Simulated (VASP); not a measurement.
# CaO: single point with PBE

The system is CaO.

```
Ca O
1.0
     3.98084   -0.01990    0.00000
    -2.00766    3.45746    0.00000
     0.00000    0.00000    4.77044
Ca O
2 2
Cartesian
  -0.0059 2.2984 -0.2982
  1.9791 1.1392 2.0871
  -0.0072 2.2984 2.0871
  1.9804 1.1392 4.4723
```

This cell differs from its parent crystal: shear xy strain -1.0%.

* Program: VASP 6.6.1
* Task: single point
* Functional: PBE
* Potentials or basis: VASP PAW PBE potentials, release 64 (Ca_sv, O)
* Cutoff: 520 eV
* k mesh: 12 × 12 × 6
* Occupations: fermi-dirac, width 0.02 eV
* Spin: no spin polarisation
* Dipole correction: no
* Further INCAR settings: ALGO = Normal; EDIFF = 1e-06; NBANDS = 24

The pressure is 2.3 GPa. The band gap on the k mesh is 3.19 eV, direct.

Stress tensor (GPa, compression positive):
```
2.11 0.13 0.00
0.13 2.12 0.00
0.00 0.00 2.61
```

Levels at points of the mesh, in eV from the valence-band top:
```tsv
k point	band 13	band 14	band 15	band 16	band 17	band 18	band 19	band 20
(0.00, 0.00, 0.00)	-1.17	-1.16	-1.09	0.00	3.19	6.13	6.18	7.74
(0.50, 0.00, 0.00)	-0.86	-0.83	-0.60	-0.39	4.71	5.22	5.25	7.68
(0.00, 0.50, 0.00)	-0.86	-0.84	-0.60	-0.39	4.69	5.26	5.27	7.66
(0.50, 0.50, 0.00)	-0.85	-0.84	-0.60	-0.39	4.67	5.29	5.30	7.64
(0.00, 0.00, 0.50)	-1.31	-1.31	-1.30	-1.30	5.00	5.00	7.79	7.79
(0.50, 0.00, 0.50)	-1.07	-1.07	-0.77	-0.77	5.38	5.38	7.33	7.33
(0.00, 0.50, 0.50)	-1.07	-1.07	-0.77	-0.77	5.37	5.37	7.35	7.35
(0.50, 0.50, 0.50)	-1.07	-1.07	-0.76	-0.76	5.36	5.36	7.37	7.37
```

It took 13 min on 1 thread of Oxide Virtual Turin-like Processor, with other jobs on the host, peak memory 0.43 GiB.

Caveat: the cell differs from its parent crystal (shear xy strain -1.0%). A k mesh can miss the band edges.
